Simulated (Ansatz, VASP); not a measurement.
## One calculation of ZnPt, two programs

```xyz
2
Lattice="2.8253 0.0000 0.0000 0.0000 2.8253 0.0000 0.0000 0.0000 3.4626" Properties=species:S:1:pos:R:3 pbc="T T T"
Zn    1.4126    1.4126    1.7313
Pt    0.0000    0.0000    0.0000
```

Change from the starting cell: volume scaled by 0.96.

Alike in both runs: task single point; functional PBEsol; k mesh 11 × 11 × 9; occupations fermi-dirac, width 0.05 eV; no spin polarisation.

```csv
,VASP,Ansatz
version,VASP 6.6.1,Ansatz 0.2.0
potentials or method,"VASP PAW PBE potentials, release 64 (Zn, Pt), cutoff 520 eV","all-electron LAPW, scalar-relativistic"
```

```csv
,VASP,Ansatz,Ansatz less VASP
pressure (GPa),2.5,2.0,-0.49
"traceless stress, the component that is largest in VASP (GPa)",-0.13,-0.24,-0.101
```

VASP's potentials were made for PBE, not for PBEsol. Ansatz ran all-electron here, and VASP with PAW potentials.

Spin-orbit coupling is off throughout.
